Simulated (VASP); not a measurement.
Here is a VASP 6.6.1 calculation.

Contents of INCAR:

```
PREC     = Accurate       # precision mode
ENCUT    = 600            # plane-wave cutoff, eV
EDIFF    = 1E-7           # SCF threshold, eV
ISMEAR   = -1             # smearing method
SIGMA    = 0.05           # smearing width, eV
LREAL    = F              # projectors in reciprocal space
LASPH    = T              # aspherical terms in the spheres
NELM     = 80             # most SCF steps
ALGO     = Normal         # electronic algorithm
ISIF     = 3              # what is computed and relaxed
LWAVE    = F              # write WAVECAR
LCHARG   = F              # write CHGCAR
GGA      = PE             # functional
IBRION   = 2              # ionic algorithm
NSW      = 60             # ionic steps
EDIFFG   = -0.005         # ionic threshold
```

The input KPOINTS:

```
Automatic mesh
0
Gamma
  15 15 15
```

The input POSCAR:

```
TaN
1.0
    2.7220233657      0.0000000000      0.0000000000
    0.0000000000      2.7220233657      0.0000000000
    0.0000000000      0.0000000000      2.7220233657
Ta N
1 1
Direct
    0.0000000000      0.0000000000      0.0000000000
    0.5000000000      0.5000000000      0.5000000000
```

Potentials or basis: VASP PAW PBE potentials, release 64 (Ta_pv, N).

Run with:

```sh
$ cat potpaw_PBE.64/Ta_pv/POTCAR potpaw_PBE.64/N/POTCAR > POTCAR
$ mpirun -np 1 vasp_std > vasp.out
```

Problem. Estimate the relaxed volume.

Solution. 10.43 Å³/atom.

Problem. What does it give for the band gap on the k mesh?

Solution. Zero (bands 8 and 9 overlap by 8.18 eV).

Final structure:
```
Ta N
1.0
     2.75247    0.00000    0.00000
     0.00000    2.75247    0.00000
     0.00000    0.00000    2.75247
Ta N
1 1
Cartesian
  0.0000 0.0000 0.0000
  1.3762 1.3762 1.3762
```

Caveat: spin-orbit coupling is left out, which moves the levels of the heavy elements.
